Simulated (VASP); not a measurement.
ZnGe3:

```
Zn Ge
1.0
     4.22236    0.00000    0.00000
     0.00000    4.22236    0.00000
     0.00000    0.00000    4.22236
Zn Ge
1 3
Direct
  0.00000 0.00000 0.00000
  0.00000 0.50000 0.50000
  0.50000 0.00000 0.50000
  0.50000 0.50000 0.00000
```

Base run:

| Item | Value |
| --- | --- |
| Program | VASP 6.6.1 |
| Functional | RPBE |
| Potentials or basis | VASP PAW PBE potentials, release 64 (Zn, Ge_d) |
| Cutoff | 520 eV |
| k mesh | 5 × 5 × 5 |
| Occupations | fermi-dirac, width 0.05 eV |
| Spin | no spin polarisation |

Its results: band gap on the k mesh zero (band 27 reaches 6.15 eV, above the bottom of band 28 at 3.99 eV); pressure 1.5 GPa.

Question: The run is repeated on the same cell with these changes: functional from RPBE to r2SCAN. What comes out?

Answer: Band gap on the k mesh zero (band 27 reaches 6.03 eV, above the bottom of band 28 at 3.74 eV); pressure -2.9 GPa.

Caveats: the PAW data sets were made with another functional, which shifts forces and pressure a little.
